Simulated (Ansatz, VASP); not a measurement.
**Two plane-wave programs on CsPbBr3**

```
CELL_PARAMETERS angstrom
5.99812 0.00000 0.00000
0.00000 5.99812 0.00000
0.00000 0.00000 5.99812
ATOMIC_POSITIONS crystal
Cs 0.00000 0.00000 0.00000
Pb 0.50000 0.50000 0.50000
Br 0.00000 0.50000 0.50000
Br 0.50000 0.00000 0.50000
Br 0.50000 0.50000 0.00000
```

Alike in both runs: task relaxation of cell and atoms; functional LDA; k mesh 6 × 6 × 6; occupations gaussian, width 0.02 eV; no spin polarisation.

|  | VASP | Ansatz |
| --- | --- | --- |
| version | VASP 6.6.1 | Ansatz 0.2.0 |
| potentials or method | VASP PAW LDA potentials, release 64 (Cs_sv, Pb_d, Br), cutoff 600 eV | scalar-relativistic, plane waves, PAW |
| valence electrons in the cell | 44 | 44 |

```csv
,VASP,Ansatz,Ansatz less VASP
"gap on the k mesh at the Fermi level, each at its own relaxed structure (eV)",1.15,1.17,+0.027
relaxed volume (Å³/atom),38.52,38.49,-0.033
relaxed length of the cell vector where the two differ most in proportion (Å),5.775,5.773,-0.0017
```

LDA's correlation is that of Perdew and Zunger in VASP and of Perdew and Wang (1992) in Ansatz.

Neither program's run includes spin-orbit coupling.
